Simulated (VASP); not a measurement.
# InSe (Cm) in VASP: a series of runs, part 2 of 2

VASP 6.6.1. Earlier steps stand in the parts before.

## (3) Single point, PBEsol (atom 4 (Se) moved -0.025 Å towards its neighbour atom 2 (In) at 2.638 Å)

File INCAR:

```
PREC = Accurate
ENCUT = 520
EDIFF = 1E-6
ISMEAR = 0
SIGMA = 0.03
LREAL = F
LASPH = T
NELM = 60
ALGO = Normal
ISIF = 2
LWAVE = F
LCHARG = F
GGA = PS
NBANDS = 27
KPAR = 4
```

File KPOINTS:

```
Automatic mesh
0
Gamma
  12 12 12
```

File POSCAR:

```
InSe
1.0
    1.9999996503      1.1547003365      8.3166700000
   -1.9999996503      1.1547003365      8.3166700000
    0.0000000000     -2.3094006730      8.3166700000
In Se
2 2
Direct
    0.0000000000      0.0000000000      0.0000000000
    0.1122000000      0.1122000000      0.1122000000
    0.6155000000      0.6155000000      0.6155000000
    0.8368015760      0.8273259895      0.8273259895
```

Potentials or basis: VASP PAW PBE potentials, release 64 (In_d, Se).

Run with:

```
$ cat potpaw_PBE.64/In_d/POTCAR potpaw_PBE.64/Se/POTCAR > POTCAR
$ mpirun -np 4 vasp_std > vasp.out
```

OUTCAR:

```text
PREC = Accurate
   ENCUT = 520
   EDIFF = 1E-6
   ISMEAR = 0
   LREAL = F
   LASPH = T
   NELM = 60
   ISIF = 2
   GGA = PS

 ion  position               nearest neighbor table
   1  0.000  0.000  0.000-   3 2.64   3 2.64   3 2.64   2 2.80
   2  0.112  0.112  0.112-   4 2.63   4 2.63   4 2.66   1 2.80
   3  0.615  0.615  0.615-   1 2.64   1 2.64   1 2.64
   4  0.837  0.827  0.827-   2 2.63   2 2.63   2 2.66

  LATTYP: Found a trigonal (rhomboedric) cell.
 ALAT       =     8.6313574458
[... 916 lines left out ...]

  FORCE on cell =-STRESS in cart. coord.  units (eV):
  Direction    XX          YY          ZZ          XY          YZ          ZX
  --------------------------------------------------------------------------------------
  -------------------------------------------------------------------------------------
  Total        0.2222141      0.3122489     -0.1412376     -0.0779725     -0.0754419     -0.1306691
  in kB        3.0894572      4.3412177     -1.9636355     -1.0840564     -1.0488738     -1.8167009
  external PRESSURE =       1.8223465 kB  Pullay stress =       0.0000000 kB

 VOLUME and BASIS-vectors are now :
 -----------------------------------------------------------------------------
  energy-cutoff  :      520.00
  volume of cell :      115.24
      direct lattice vectors                 reciprocal lattice vectors
     1.999999650  1.154700336  8.316670000     0.250000044  0.144337593  0.040080144
    -1.999999650  1.154700336  8.316670000    -0.250000044  0.144337593  0.040080144
     0.000000000 -2.309400673  8.316670000     0.000000000 -0.288675185  0.040080144

 POSITION                                       TOTAL-FORCE (eV/Angst)
 -----------------------------------------------------------------------------------
      0.00000      0.00000      0.00000         0.004541      0.002622      0.174845
      0.00000      0.00000      2.79939         0.090598      0.052307     -0.102711
      0.00000      0.00000     15.35673         0.003259      0.001882     -0.024891
      0.01895      0.01094     20.72060        -0.098398     -0.056810     -0.047243
 -----------------------------------------------------------------------------------
    total drift:                                0.000018      0.000011     -0.000199

  FREE ENERGIE OF THE ION-ELECTRON SYSTEM (eV)
  ---------------------------------------------------
  free  energy   TOTEN  =       -15.5927569978 eV

  energy  without entropy=      -15.5927569978  energy(sigma->0) =      -15.59275700
```

OSZICAR:

```text
N       E                     dE             d eps       ncg     rms          rms(c)
DAV:   1     0.337545639023E+03    0.33755E+03   -0.17226E+04 25704   0.155E+03
DAV:   2     0.242814545350E+02   -0.31326E+03   -0.30376E+03 25984   0.386E+02
DAV:   3    -0.142548428027E+02   -0.38536E+02   -0.37804E+02 32448   0.145E+02
DAV:   4    -0.159807839963E+02   -0.17259E+01   -0.17209E+01 30575   0.314E+01
DAV:   5    -0.160533401452E+02   -0.72556E-01   -0.72543E-01 39395   0.627E+00    0.650E+00
DAV:   6    -0.156264131922E+02    0.42693E+00   -0.82400E-01 36258   0.156E+01    0.394E+00
DAV:   7    -0.155961286315E+02    0.30285E-01   -0.31754E-01 35849   0.428E+00    0.113E+00
DAV:   8    -0.155926428932E+02    0.34857E-02   -0.28382E-02 38963   0.184E+00    0.546E-01
DAV:   9    -0.155926914002E+02   -0.48507E-04   -0.47928E-03 32205   0.512E-01    0.142E-01
DAV:  10    -0.155927066543E+02   -0.15254E-04   -0.31052E-04 35098   0.134E-01    0.698E-02
DAV:  11    -0.155927588377E+02   -0.52183E-04   -0.10742E-04 32970   0.996E-02    0.200E-02
DAV:  12    -0.155927545724E+02    0.42653E-05   -0.15435E-05 39229   0.472E-02    0.136E-02
DAV:  13    -0.155927565344E+02   -0.19621E-05   -0.32501E-06 24584   0.106E-02    0.712E-03
DAV:  14    -0.155927569978E+02   -0.46335E-06   -0.14886E-06 22500   0.165E-02
   1 F= -.15592757E+02 E0= -.15592757E+02  d E =-.138972E-14
```

stdout:

```text
POSCAR found type information on POSCAR InSe
 POSCAR found :  2 types and       4 ions
 scaLAPACK will be used
 -----------------------------------------------------------------------------
|                                                                             |
|                                                                             |
|     You enforced a specific xc type in the INCAR file but a different       |
|     I HOPE YOU KNOW WHAT YOU ARE DOING!                                     |
|                                                                             |
 -----------------------------------------------------------------------------

 LDA part: xc-table for (Slater+PW92), standard interpolation
 POSCAR, INCAR and KPOINTS ok, starting setup
 FFT: planning ... GRIDC
 FFT: planning ... GRID_SOFT
 FFT: planning ... GRID
 WAVECAR not read
 entering main loop
```

Run time: 35 min. Hardware: 4 MPI ranks of Oxide Virtual Turin-like, shared host; peak memory 1.5 GiB.

Results:

| Quantity | Value |
| --- | --- |
| Free energy | -15.5928 eV |
| Pressure | 0.2 GPa |
| Largest force | 0.175 eV/Å |
| Band gap on the k mesh | 0.29 eV |

Forces in eV/Å, atoms in the order of the input:
```
In   0.005  0.003  0.175
In   0.091  0.052 -0.103
Se   0.003  0.002 -0.025
Se  -0.098 -0.057 -0.047
```

Stress tensor (GPa, compression positive):
```
 0.31 -0.11 -0.18
-0.11  0.43 -0.10
-0.18 -0.10 -0.20
```

Levels at points of the mesh, in eV from the valence-band top:
| k point | band 17 | band 18 | band 19 | band 20 | band 21 | band 22 |
| --- | --- | --- | --- | --- | --- | --- |
| (0.00, 0.00, 0.00) | -1.35 | -1.23 | -1.19 | 1.71 | 1.98 | 4.29 |
| (0.50, 0.00, 0.00) | -2.41 | -2.24 | -1.68 | 1.04 | 1.90 | 3.53 |
| (0.00, 0.50, 0.00) | -2.41 | -2.23 | -1.73 | 1.05 | 1.91 | 3.56 |
| (0.50, 0.50, 0.00) | -2.57 | -2.04 | -1.55 | 1.02 | 1.93 | 3.18 |
| (0.00, 0.50, 0.50) | -2.58 | -2.05 | -1.55 | 1.01 | 1.91 | 3.20 |
| (0.50, 0.50, 0.50) | -1.16 | -1.12 | 0.00 | 0.29 | 2.07 | 4.19 |

Caveat: the cell differs from its parent crystal (atom 4 (Se) moved -0.025 Å towards its neighbour atom 2 (In) at 2.638 Å); the PAW data sets were made with another functional, which shifts forces and pressure a little; spin-orbit coupling is left out, which moves the levels of the heavy elements. A k mesh can miss the band edges.
